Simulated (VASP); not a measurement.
Wanted: the native input for a VASP 6.6.1 run.

```yaml
Task: single point
Functional: PBE
Potentials_or_basis: VASP PAW PBE potentials, release 64 (Sr_sv, O)
Cutoff: 520 eV
k_mesh: 8 × 8 × 10
Occupations: gaussian, width 0.05 eV
Spin: no spin polarisation
Dipole_correction: no
Further_INCAR_settings: ALGO = Normal; EDIFF = 1e-06; NBANDS = 24
```

The structure of SrO lies in POSCAR:

```
SrO
1.0
    4.4693738457      0.0000000000      0.0000000000
    0.0000000000      4.4693738457      0.0000000000
    0.0000000000      0.0000000000      3.5515579260
Sr O
2 2
Direct
    0.5000000000      0.0000000000      0.2777335129
    0.0000000000      0.5000000000      0.7222664871
    0.0000000000      0.0000000000      0.0000000000
    0.5000000000      0.5000000000      0.0000000000
```

This cell differs from its parent crystal: volume scaled by 0.980.

The input as run:

INCAR

```
PREC = Accurate
ENCUT = 520
EDIFF = 1E-6
ISMEAR = 0
SIGMA = 0.05
LREAL = F
LASPH = T
NELM = 60
ALGO = Normal
ISIF = 2
LWAVE = F
LCHARG = F
GGA = PE
NBANDS = 24
```

KPOINTS

```
Automatic mesh
0
Gamma
  8 8 10
```

Potentials or basis: VASP PAW PBE potentials, release 64 (Sr_sv, O).

Launch:

```console
$ cat potpaw_PBE.64/Sr_sv/POTCAR potpaw_PBE.64/O/POTCAR > POTCAR
$ mpirun -np 1 vasp_std > vasp.out
```

Results of the run:

- Pressure: 1.2 GPa
- Largest force: 0.074 eV/Å
- Band gap on the k mesh: 2.68 eV, indirect (least direct gap 2.74 eV)

Wall time 82 s on 1 thread of AMD EPYC 9R45 96-Core Processor (Zen 5), on a shared host, peak memory 0.24 GiB.
